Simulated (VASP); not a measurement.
Crystal: Mg.

```xyz
2
Lattice="3.2093 0.0000 0.0000 -1.6046 2.7793 0.0000 0.0000 0.0000 5.2103" Properties=species:S:1:pos:R:3 pbc="T T T"
Mg    0.0000    1.8529    1.3026
Mg    1.6047    0.9264    3.9077
```

- Program: VASP 6.6.1
- Task: relaxation of cell and atoms
- Functional: r2SCAN
- Potentials or basis: VASP PAW PBE potentials, release 64 (Mg)
- Cutoff: 600 eV
- k mesh: 18 × 18 × 8
- Occupations: gaussian, width 0.1 eV
- Spin: no spin polarisation

At the start: pressure -1.4 GPa; volume 23.24 Å³/atom.

**Question.** Where does the relaxation end?

**Answer.** Over 6 steps the energy falls by 4.1 meV/atom and the volume is 22.39 Å³/atom (-3.6 %); space group P6_3/mmc (No. 194, to 0.1 Å) before and after.

Step by step:
```
step  energy change (eV)  largest force (eV/Å)  pressure (GPa)  volume (Å³)
   1              0.0000                0.0000           -1.37        46.47
   2             -0.0076                0.0000           -0.30        45.15
   3             -0.0081                0.0000            0.02        44.78
   4             -0.0081                0.0000            0.05        44.75
   5             -0.0082                0.0000            0.04        44.77
   6             -0.0083                0.0000            0.02        44.78
```

Final structure:
```
CELL_PARAMETERS angstrom
3.18235 0.00000 0.00000
-1.59117 2.75599 0.00000
0.00000 0.00000 5.10604
ATOMIC_POSITIONS crystal
Mg 0.33333 0.66667 0.25000
Mg 0.66667 0.33333 0.75000
```

Caveat: the PAW data sets were made with another functional, which shifts forces and pressure a little.
